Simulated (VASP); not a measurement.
# WS2 in VASP: a series of runs

Runs on WS2. Level: r2SCAN. Tasks: single point.

Program: VASP 6.6.1. These are calculated values, not measurements. Logs are shortened: lines on timing, memory, paths and dates and some standing lists are left out, and cuts for length are marked.

**1. The cell of the first run**

The cell holds a slab with vacuum, 3 atoms: a = 3.181 Å, b = 3.181 Å, c = 16.951 Å, α = 90.00°, β = 90.00°, γ = 120.00°.

**2. Single point, r2SCAN**

Input file POSCAR:

```
WS2
1.0
    3.1811036192      0.0000000000      0.0000000000
   -1.5905518096      2.7549165463      0.0000000000
    0.0000000000      0.0000000000     16.9505601846
W S
1 2
Direct
    0.3333333332      0.6666666668      0.0000000000
    0.6666666667      0.3333333333      0.9080205834
    0.6666666667      0.3333333333      0.0919794166
```

Input file INCAR.step1:

```
SYSTEM = WS2
ALGO     = Normal         ! electronic algorithm
EDIFF    = 1E-4           ! SCF threshold, eV
ENCUT    = 520            ! plane-wave cutoff, eV
GGA      = PE             ! functional
ISMEAR   = 1              ! smearing method
LASPH    = .True.         ! aspherical terms in the spheres
LCHARG   = .False.        ! write CHGCAR
LREAL    = .False.        ! projectors in reciprocal space
LWAVE    = .True.         ! write WAVECAR
NBANDS   = 20             ! bands
NELM     = 100            ! most SCF steps
PREC     = Accurate       ! precision mode
SIGMA    = 0.1            ! smearing width, eV
```

Input file INCAR.step2:

```
SYSTEM = WS2
ALGO     = Normal         ! electronic algorithm
EDIFF    = 1E-6           ! SCF threshold, eV
ENCUT    = 520            ! plane-wave cutoff, eV
ISIF     = 2              ! what is computed and relaxed
ISMEAR   = 1              ! smearing method
ISTART   = 1            
LASPH    = .True.         ! aspherical terms in the spheres
LCHARG   = .False.        ! write CHGCAR
LMIXTAU  = .True.       
LREAL    = .False.        ! projectors in reciprocal space
LWAVE    = .False.        ! write WAVECAR
METAGGA  = R2SCAN         ! meta-GGA
NBANDS   = 20             ! bands
NELM     = 100            ! most SCF steps
PREC     = Accurate       ! precision mode
SIGMA    = 0.1            ! smearing width, eV
```

Input file KPOINTS:

```
k-points
0
Gamma
  11 11 2
  0 0 0
```

Potentials or basis: VASP PAW PBE potentials, release 64 (W_sv, S).

The run is started by

```bash
$ cat potpaw_PBE.64/W_sv/POTCAR potpaw_PBE.64/S/POTCAR > POTCAR
$ cp INCAR.step1 INCAR
$ mpirun -np 1 vasp_std > vasp.out
$ cp INCAR.step2 INCAR
$ mpirun -np 1 vasp_std > vasp.out
```

OUTCAR:

```text
SYSTEM = WS2
   EDIFF = 1E-6
   ENCUT = 520
   ISIF = 2
   ISMEAR = 1
   ISTART = 1
   LASPH = .True.
   LREAL = .False.
   METAGGA = R2SCAN
   NELM = 100
   PREC = Accurate

 ion  position               nearest neighbor table
   1  0.333  0.667  0.000-   2 2.41   3 2.41   2 2.41   3 2.41   2 2.41   3 2.41
   2  0.667  0.333  0.908-   1 2.41   1 2.41   1 2.41
   3  0.667  0.333  0.092-   1 2.41   1 2.41   1 2.41

  LATTYP: Found a hexagonal cell.
 ALAT       =     3.1811036192
 C/A-ratio  =     5.3285155763

  Lattice vectors:

 A1 = (   3.1811036192,   0.0000000000,   0.0000000000)
 A2 = (  -1.5905518096,   2.7549165463,   0.0000000000)
 A3 = (   0.0000000000,   0.0000000000,  16.9505601846)

Analysis of symmetry for initial positions (statically):
=====================================================================
 Subroutine PRICEL returns:
 Original cell was already a primitive cell.

 Routine SETGRP: Setting up the symmetry group for a
 hexagonal supercell.

 Subroutine GETGRP returns: Found 12 space group operations
 (whereof 12 operations were pure point group operations)
 out of a pool of 24 trial point group operations.

The static configuration has the point symmetry D_3h.

Analysis of symmetry for dynamics (positions and initial velocities):
=====================================================================
 Subroutine PRICEL returns:
 Original cell was already a primitive cell.

 Routine SETGRP: Setting up the symmetry group for a
 hexagonal supercell.

 Subroutine GETGRP returns: Found 12 space group operations
 (whereof 12 operations were pure point group operations)
 out of a pool of 24 trial point group operations.

The dynamic configuration has the point symmetry D_3h.

 Subroutine INISYM returns: Found 12 space group operations
 (whereof 12 operations are pure point group operations),
 and found     1 'primitive' translations

----------------------------------------------------------------------------------------

                                     Primitive cell

  volume of cell :     148.5492

  direct lattice vectors                    reciprocal lattice vectors
     3.181103619  0.000000000  0.000000000     0.314356311  0.181493701  0.000000000
    -1.590551810  2.754916546  0.000000000     0.000000000  0.362987402  0.000000000
     0.000000000  0.000000000 16.950560185     0.000000000  0.000000000  0.058995100

  length of vectors
     3.181103619  3.181103619 16.950560185     0.362987402  0.362987402  0.058995100

  position of ions in fractional coordinates (direct lattice)
     0.333333333  0.666666667  0.000000000
     0.666666667  0.333333333  0.908020583
     0.666666667  0.333333333  0.091979417

  ion indices of the primitive-cell ions
   primitive index   ion index
                 1           1
                 2           2
                 3           3

----------------------------------------------------------------------------------------

 KPOINTS: k-points

Automatic generation of k-mesh.
 Grid dimensions read from file:
 generate k-points for:   11   11    2

 Generating k-lattice:

  Cartesian coordinates                     Fractional coordinates (reciprocal lattice)
     0.028577846  0.016499427  0.000000000     0.090909091  0.000000000  0.000000000
     0.000000000  0.032998855  0.000000000     0.000000000  0.090909091  0.000000000
     0.000000000  0.000000000  0.029497550     0.000000000  0.000000000  0.500000000

  Length of vectors
     0.032998855  0.032998855  0.029497550

  Shift w.r.t. Gamma in fractional coordinates (k-lattice)
     0.000000000  0.000000000  0.000000000

 Subroutine IBZKPT returns following result:
 ===========================================

 Found     32 irreducible k-points:

 Following reciprocal coordinates:
            Coordinates               Weight
  0.000000  0.000000  0.000000      1.000000
  0.090909 -0.000000  0.000000      6.000000
  0.181818  0.000000  0.000000      6.000000
  0.272727  0.000000  0.000000      6.000000
  0.363636  0.000000  0.000000      6.000000
  0.454545 -0.000000  0.000000      6.000000
[... 16 lines left out ...]
  0.090909  0.090909  0.500000      6.000000
  0.181818  0.090909  0.500000     12.000000
 [... further k-points ...]
   k-points           NKPTS =     32   k-points in BZ     NKDIM =     32   number of bands    NBANDS=     20
   number of dos      NEDOS =    301   number of ions     NIONS =      3
   total plane-waves  NPLWV =  72576
   dimension x,y,z NGX =    24 NGY =   24 NGZ =  126
   dimension x,y,z NGXF=    48 NGYF=   48 NGZF=  252
   ions per type =               1   2
   NGX,Y,Z   is equivalent  to a cutoff of  12.54, 12.54, 12.36 a.u.
   NGXF,Y,Z  is equivalent  to a cutoff of  25.09, 25.09, 24.72 a.u.
 SYSTEM =  WS2
   PREC   = accura    normal or accurate (medium, high low for compatibility)
   ISTART =      1    job   : 0-new  1-cont  2-samecut
   ICHARG =      0    charge: 1-file 2-atom 10-const
   ISPIN  =      1    spin polarized calculation?
   LNONCOLLINEAR =      F non collinear calculations
   LSORBIT =      F    spin-orbit coupling
   LASPH  =      T    aspherical Exc in radial PAW
   ENCUT  =  520.0 eV  38.22 Ry    6.18 a.u.   5.91  5.91 31.52*2*pi/ulx,y,z
   NELM   =    100;   NELMIN=  2; NELMDL=  0     # of ELM steps
   EDIFF  = 0.1E-05   stopping-criterion for ELM
   LREAL  =      F    real-space projection
   EDIFFG = 0.1E-04   stopping-criterion for IOM
   NSW    =      0    number of steps for IOM
   IBRION =     -1    ionic relax: 0-MD 1-quasi-New 2-CG
   NFREE  =      0    steps in history (QN), initial steepest desc. (CG)
   ISIF   =      2    stress and relaxation
   ISYM   =      2    0-nonsym 1-usesym 2-fastsym
   POTIM  = 0.5000    time-step for ionic-motion
   TEBEG  =    0.0;   TEEND  =   0.0 temperature during run
   PSTRESS=    0.0 pullay stress
   NELECT =      26.0000    total number of electrons
   NUPDOWN=      -1.0000    fix difference up-down
   EMIN   =  10.00;   EMAX   =-10.00  energy-range for DOS
   EFERMI =   0.00;   METHOD = LEGACY
   ISMEAR =     1;   SIGMA  =   0.10  broadening in eV -4-tet -1-fermi 0-gaus
   EFERMI_NEDOS =   21; number of points for ismear=-14 and -15
   IALGO  =     38    algorithm
   IMIX   =      4    mixing-type and parameters
     AMIX     =   0.40;   BMIX     =  1.00
     AMIX_MAG =   1.60;   BMIX_MAG =  1.00
  volume/ion in A,a.u.               =      49.52       334.15
  Fermi-wavevector in a.u.,A,eV,Ry     =   0.915748  1.730512 11.409762  0.838594
  Thomas-Fermi vector in A             =   2.040525
   LORBIT       =      0    0 simple, 1 ext, 2 COOP (PROOUT), +10 PAW based schemes
   METAGGA = R2SCAN    functional components
   LHFCALC =     F    Hartree Fock is set to
   AEXX    =    0.0000 exact exchange contribution
   IVDW    =     0    specifies the selected vdW correction
   LEPSILON=     F    determine dielectric tensor
   LRPA    =     F    only Hartree local field effects (RPA)
 non-spin polarized calculation
 Methfessel and Paxton  Order N= 1 SIGMA  =   0.10
  energy-cutoff  :      520.00
  volume of cell :      148.55
 maximum number of plane-waves:      4022
 NGX is ok and might be reduce to    24
   NGX = 11   NGY = 11   NGZ = 63

 number of electron      25.9999999 magnetization

 Free energy of the ion-electron system (eV)
  ---------------------------------------------------
  ext. energy  EPLUGINS =         0.00000000
  ---------------------------------------------------
  free energy    TOTEN  =       -70.04061532 eV

  energy without entropy =      -70.04147327  energy(sigma->0) =      -70.04090131

 E-fermi :  -1.3613     XC(G=0):  -4.5944

 val. band max:       -1.3810945201   @ k =   0.0000   0.0000   0.5000
 cond. band min:       0.6928598562   @ k =   0.3636   0.2727   0.5000
 fundamental gap:      2.0739543763
 Fermi energy:        -1.3612503142

 k-point     1 :       0.0000    0.0000    0.0000
  band No.  band energies     occupation
      1     -77.3499      2.00000
      2     -40.9392      2.00000
      3     -40.7830      2.00000
      4     -40.7830      2.00000
      5     -16.8797      2.00000
      6     -15.1406      2.00000
[... 12 lines left out ...]
     19       4.6647      0.00000
     20       4.7720      0.00000

 k-point     2 :       0.0909   -0.0000    0.0000
  band No.  band energies     occupation
      1     -77.3483      2.00000
      2     -40.9339      2.00000
      3     -40.8121      2.00000
      4     -40.7897      2.00000
      5     -16.7382      2.00000
      6     -15.0905      2.00000
[... 12 lines left out ...]
     19       4.9350      0.00000
     20       5.1385      0.00000

 k-point     3 :       0.1818    0.0000    0.0000
  band No.  band energies     occupation
      1     -77.3442      2.00000
      2     -40.9195      2.00000
      3     -40.8895      2.00000
      4     -40.8077      2.00000
      5     -16.3397      2.00000
      6     -14.9499      2.00000
[... 12 lines left out ...]
     19       5.4057      0.00000
     20       6.0715      0.00000

 k-point     4 :       0.2727    0.0000    0.0000
  band No.  band energies     occupation
      1     -77.3389      2.00000
      2     -40.9893      2.00000
      3     -40.9006      2.00000
      4     -40.8312      2.00000
      5     -15.7646      2.00000
      6     -14.7502      2.00000
[... 12 lines left out ...]
     19       6.1046      0.00000
     20       6.5105      0.00000

 k-point     5 :       0.3636    0.0000    0.0000
  band No.  band energies     occupation
      1     -77.3340      2.00000
      2     -41.0796      2.00000
      3     -40.8832      2.00000
      4     -40.8527      2.00000
      5     -15.1576      2.00000
      6     -14.5475      2.00000
[... 12 lines left out ...]
     19       6.6071      0.00000
     20       6.6433      0.00000

 k-point     6 :       0.4545   -0.0000    0.0000
  band No.  band energies     occupation
      1     -77.3311      2.00000
      2     -41.1326      2.00000
      3     -40.8728      2.00000
      4     -40.8655      2.00000
      5     -14.7422      2.00000
      6     -14.4160      2.00000
[... 12 lines left out ...]
     19       6.7832      0.00000
     20       7.0705      0.00000

 k-point     7 :       0.0909    0.0909    0.0000
  band No.  band energies     occupation
      1     -77.3455      2.00000
      2     -40.9240      2.00000
      3     -40.8636      2.00000
      4     -40.8039      2.00000
      5     -16.4679      2.00000
      6     -14.9948      2.00000
[... 12 lines left out ...]
     19       5.2540      0.00000
     20       5.9018      0.00000
[... 277 lines left out ...]
 k-point    20 :       0.2727    0.0000    0.5000
  band No.  band energies     occupation
      1     -77.3389      2.00000
      2     -40.9893      2.00000
      3     -40.9006      2.00000
      4     -40.8312      2.00000
      5     -15.7646      2.00000
      6     -14.7502      2.00000
[... 12 lines left out ...]
     19       5.8529      0.00000
     20       6.7909      0.00000

 k-point    21 :       0.3636    0.0000    0.5000
  band No.  band energies     occupation
      1     -77.3340      2.00000
      2     -41.0796      2.00000
      3     -40.8832      2.00000
      4     -40.8527      2.00000
      5     -15.1576      2.00000
      6     -14.5475      2.00000
[... 12 lines left out ...]
     19       6.5971      0.00000
     20       6.6699      0.00000

 k-point    22 :       0.4545   -0.0000    0.5000
  band No.  band energies     occupation
      1     -77.3311      2.00000
      2     -41.1327      2.00000
      3     -40.8728      2.00000
      4     -40.8655      2.00000
      5     -14.7422      2.00000
      6     -14.4160      2.00000
[... 12 lines left out ...]
     19       6.7823      0.00000
     20       7.0747      0.00000

 k-point    23 :       0.0909    0.0909    0.5000
  band No.  band energies     occupation
      1     -77.3455      2.00000
      2     -40.9240      2.00000
      3     -40.8636      2.00000
      4     -40.8039      2.00000
      5     -16.4679      2.00000
      6     -14.9948      2.00000
[... 12 lines left out ...]
     19       5.1239      0.00000
     20       6.3127      0.00000

 k-point    24 :       0.1818    0.0909    0.5000
  band No.  band energies     occupation
      1     -77.3408      2.00000
      2     -40.9478      2.00000
      3     -40.9074      2.00000
      4     -40.8290      2.00000
      5     -15.9790      2.00000
      6     -14.8229      2.00000
[... 12 lines left out ...]
     19       5.7272      0.00000
     20       6.8698      0.00000

 [... further k-points ...]
[... 5 lines left out ...]
  --------------------------------------------------------------------------------------
  -------------------------------------------------------------------------------------
  Total        0.0894715      0.0894715      0.0203222      0.0000000      0.0000000      0.0000000
  in kB        0.9649948      0.9649948      0.2191850      0.0000000      0.0000000      0.0000000
  external PRESSURE =       0.7163915 kB  Pullay stress =       0.0000000 kB

 VOLUME and BASIS-vectors are now :
 -----------------------------------------------------------------------------
  energy-cutoff  :      520.00
  volume of cell :      148.55
      direct lattice vectors                 reciprocal lattice vectors
     3.181103619  0.000000000  0.000000000     0.314356311  0.181493701  0.000000000
    -1.590551810  2.754916546  0.000000000     0.000000000  0.362987402  0.000000000
     0.000000000  0.000000000 16.950560185     0.000000000  0.000000000  0.058995100

 POSITION                                       TOTAL-FORCE (eV/Angst)
 -----------------------------------------------------------------------------------
     -0.00000      1.83661      0.00000         0.000000     -0.000000      0.000000
      1.59055      0.91831     15.39146        -0.000000      0.000000     -0.014157
      1.59055      0.91831      1.55910        -0.000000      0.000000      0.014157
 -----------------------------------------------------------------------------------
    total drift:                                0.000002     -0.000001      0.000000

  FREE ENERGIE OF THE ION-ELECTRON SYSTEM (eV)
  ---------------------------------------------------
  free  energy   TOTEN  =       -70.0406153232 eV

  energy  without entropy=      -70.0414732704  energy(sigma->0) =      -70.04090131
```

It took 9 min on 1 thread of Intel Xeon 8259CL, shared host; peak memory 0.33 GiB.

What came out:

| Quantity | Value |
| --- | --- |
| Free energy | -70.0406 eV |
| Largest force | 0.014 eV/Å |
| Band gap on the k mesh | 2.07 eV (least direct gap 2.20 eV) |

Forces on the atoms (eV/Å):
```
W    0.000  0.000  0.000
S    0.000  0.000 -0.014
S    0.000  0.000  0.014
```

Caveat: the PAW data sets were made with another functional, which shifts forces and pressure a little; spin-orbit coupling is left out, which moves the levels of the heavy elements.

**3. Single point, r2SCAN**

Input file POSCAR:

```
WS2
1.0
    3.1835160000      0.0000000000      0.0000000000
   -1.5917580000      2.7570057294      0.0000000000
    0.0000000000      0.0000000000     16.9505780000
W S
1 2
Direct
    0.3333333333      0.6666666667      0.0000000000
    0.6666666667      0.3333333333      0.9079990000
    0.6666666667      0.3333333333      0.0920010000
```

Input file INCAR.step1:

```
ALGO = Normal
EDIFF = 1E-4
ENCUT = 520
GGA = PE
ISMEAR = 1
LASPH = True
LCHARG = False
LREAL = False
LWAVE = True
NBANDS = 20
NELM = 60
PREC = Accurate
SIGMA = 0.1
```

Input file INCAR.step2:

```
ALGO = Normal
EDIFF = 1E-6
ENCUT = 520
ISIF = 2
ISMEAR = 1
ISTART = 1
LASPH = True
LCHARG = False
LMIXTAU = True
LREAL = False
LWAVE = False
METAGGA = R2SCAN
NBANDS = 20
NELM = 60
PREC = Accurate
SIGMA = 0.1
```

Input file KPOINTS:

```
k-points
0
Gamma
  11 11 2
```

Potentials or basis: VASP PAW PBE potentials, release 64 (W_sv, S).

The run is started by

```bash
$ cat potpaw_PBE.64/W_sv/POTCAR potpaw_PBE.64/S/POTCAR > POTCAR
$ cp INCAR.step1 INCAR
$ mpirun -np 1 vasp_std > vasp.out
$ cp INCAR.step2 INCAR
$ mpirun -np 1 vasp_std > vasp.out
```

Wall time 9.7 min (1 thread of Intel Xeon 8259CL, shared host); peak memory 0.33 GiB.

Results (log left out):

```
Free energy            : -70.0407 eV
Largest force          : 0.010 eV/Å
Band gap on the k mesh : 2.06 eV (least direct gap 2.20 eV)
```

Forces in eV/Å, atoms in the order of the input:
```
W    0.000  0.000  0.000
S    0.000  0.000  0.010
S    0.000  0.000 -0.010
```

Levels at points of the mesh, in eV from the valence-band top:
```tsv
k point	band 9	band 10	band 11	band 12	band 13	band 14	band 15	band 16	band 17	band 18
(0.00, 0.00, 0.00)	-3.07	-2.22	-1.79	-1.79	0.00	3.06	3.06	3.22	3.22	5.57
(0.00, 0.00, 0.50)	-3.07	-2.22	-1.79	-1.79	0.00	3.06	3.06	3.22	3.22	5.64
```

Caveat: the PAW data sets were made with another functional, which shifts forces and pressure a little; spin-orbit coupling is left out, which moves the levels of the heavy elements.
